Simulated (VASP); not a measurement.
Input of a VASP 6.6.1 run:

File INCAR:

```
ALGO = Normal
EDIFF = 1E-6
ENCUT = 520
GGA = PE
ISIF = 2
ISMEAR = 0
LASPH = True
LCHARG = False
LREAL = False
LWAVE = False
NBANDS = 39
NELM = 60
PREC = Accurate
SIGMA = 0.1
```

File KPOINTS:

```
k-points
0
Gamma
  10 10 10
```

File POSCAR:

```
Ti4C3
1.0
    4.1305293977      0.0000000000      0.0000000000
    0.0000000000      4.1305293977      0.0000000000
    0.0000000000      0.0000000000      4.1305293977
Ti C
4 3
Direct
    0.0000000000      0.0000000000      0.0000000000
    0.0000000000      0.5000000000      0.5000000000
    0.5000000000      0.0000000000      0.5000000000
    0.5000000000      0.5000000000      0.0000000000
    0.5000000000      0.0000000000      0.0000000000
    0.0000000000      0.5000000000      0.0000000000
    0.0000000000      0.0000000000      0.5000000000
```

Potentials or basis: VASP PAW PBE potentials, release 64 (Ti_sv, C).

Run with:

```console
$ cat potpaw_PBE.64/Ti_sv/POTCAR potpaw_PBE.64/C/POTCAR > POTCAR
$ mpirun -np 1 vasp_std > vasp.out
```

Question: Predict the pressure.

Answer: 35.9 GPa.

Question: What does it give for the band gap on the k mesh?

Answer: Zero (bands 30 and 31 overlap by 1.23 eV).

Caveat: the cell stands under pressure.
